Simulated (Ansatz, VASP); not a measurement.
**TiO2: VASP beside Ansatz**

```
CELL_PARAMETERS angstrom
5.58222 0.00000 0.00000
-2.79111 4.83435 0.00000
0.00000 0.00000 6.08247
ATOMIC_POSITIONS crystal
Ti 0.46694 0.00000 0.33333
Ti 0.00000 0.46694 0.66667
Ti 0.53306 0.53306 0.00000
O 0.58107 0.85143 0.12066
O 0.72963 0.14857 0.54600
O 0.27037 0.41893 0.78733
O 0.85143 0.58107 0.87934
O 0.14857 0.72963 0.45400
O 0.41893 0.27037 0.21267
```

Alike in both runs: functional PBEsol; k mesh 6 × 6 × 5; occupations fermi-dirac, width 0.05 eV; no spin polarisation.

|  | VASP | Ansatz |
| --- | --- | --- |
| version | VASP 6.6.1 | Ansatz 0.2.0 |
| potentials or method | VASP PAW PBE potentials, release 64 (Ti_sv, O) | Ansatz PAW |
| plane-wave cutoff (eV) | 520 | 420 |
| valence electrons in the cell | 72 | 72 |
| task | single point | band structure |

|  | VASP | Ansatz | Ansatz less VASP |
| --- | --- | --- | --- |
| gap on the k mesh at the Fermi level (eV) | 3.58 | 3.60 | +0.028 |
| least direct gap on the mesh (eV) | 3.59 | 3.61 | +0.027 |
| pressure (GPa) | -0.9 | -1.4 | -0.51 |
| rms of the force components (eV/Å) | 0.047 | 0.068 | +0.0212 |

VASP's potentials were made for PBE, not for PBEsol. Atom by atom the forces differ by 0.021 eV/Å (rms over components).

Noted on Ansatz's run: the k mesh misses the band edges, so the gap on the mesh is wider than the one along the path.
